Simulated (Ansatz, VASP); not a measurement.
# Two plane-wave programs on AlN

```
CELL_PARAMETERS angstrom
0.00000 2.20126 2.20126
2.20126 0.00000 2.20126
2.20126 2.20126 0.00000
ATOMIC_POSITIONS crystal
Al 0.00000 0.01717 0.00000
N 0.75000 0.71693 0.75000
```

Change from the starting cell: mode 4 frozen in at -0.073 Å and mode 5 at -0.073 Å (largest displacements).

Alike in both runs: task single point; functional PBE; k mesh 10 × 10 × 10; occupations gaussian, width 0.05 eV; no spin polarisation.

|  | VASP | Ansatz |
| --- | --- | --- |
| version | VASP 6.6.1 | Ansatz 0.2.0 |
| potentials or method | VASP PAW PBE potentials, release 64 (Al, N), cutoff 520 eV | scalar-relativistic, plane waves, PAW |
| valence electrons in the cell | 8 | 8 |

|  | VASP | Ansatz | Ansatz less VASP |
| --- | --- | --- | --- |
| gap on the k mesh at the Fermi level (eV) | 2.90 | 2.91 | +0.008 |
| least direct gap on the mesh (eV) | 3.55 | 3.55 | -0.007 |
| pressure (GPa) | 2.7 | 2.9 | +0.17 |
| traceless stress, the component that is largest in VASP (GPa) | -7.23 | -7.21 | +0.022 |
| rms of the force components (eV/Å) | 1.356 | 1.353 | -0.0028 |

Atom by atom the forces differ by 0.003 eV/Å (rms over components).
